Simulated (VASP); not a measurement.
CsRe:

```xyz
2
Lattice="0.0000 3.1737 3.1737 3.1737 0.0000 3.1737 3.1737 3.1737 0.0000" Properties=species:S:1:pos:R:3 pbc="T T T"
Cs    4.7605    4.7605    4.7605
Re    0.0000    0.0000    0.0000
```

Base run:

- Program: VASP 6.6.1
- Functional: PBE
- Potentials or basis: VASP PAW PBE potentials, release 64 (Cs_sv, Re)
- Cutoff: 520 eV
- k mesh: 6 × 6 × 6
- Occupations: gaussian, width 0.1 eV
- Spin: no spin polarisation

Its results: band gap on the k mesh zero (band 8 reaches 3.61 eV, above the bottom of band 9 at 2.46 eV); pressure 0.6 GPa.

**Question.** The run is repeated on the same cell with these changes: potentials or basis from VASP PAW PBE potentials, release 64 (Cs_sv, Re) to VASP PAW PBE potentials, release 64 (Cs_sv, Re_sv_GW); cutoff from 520 eV to 500 eV; further incar settings from ALGO = Normal; EDIFF = 1e-07; NBANDS = 15 to ALGO = Normal; EDIFF = 1e-06; NBANDS = 19; valence electrons from 16 to 24. What comes out?

**Answer.** Band gap on the k mesh zero (band 12 reaches 4.83 eV, above the bottom of band 13 at 3.67 eV); pressure -0.2 GPa.

Caveats: spin-orbit coupling is left out, which moves the levels of the heavy elements.
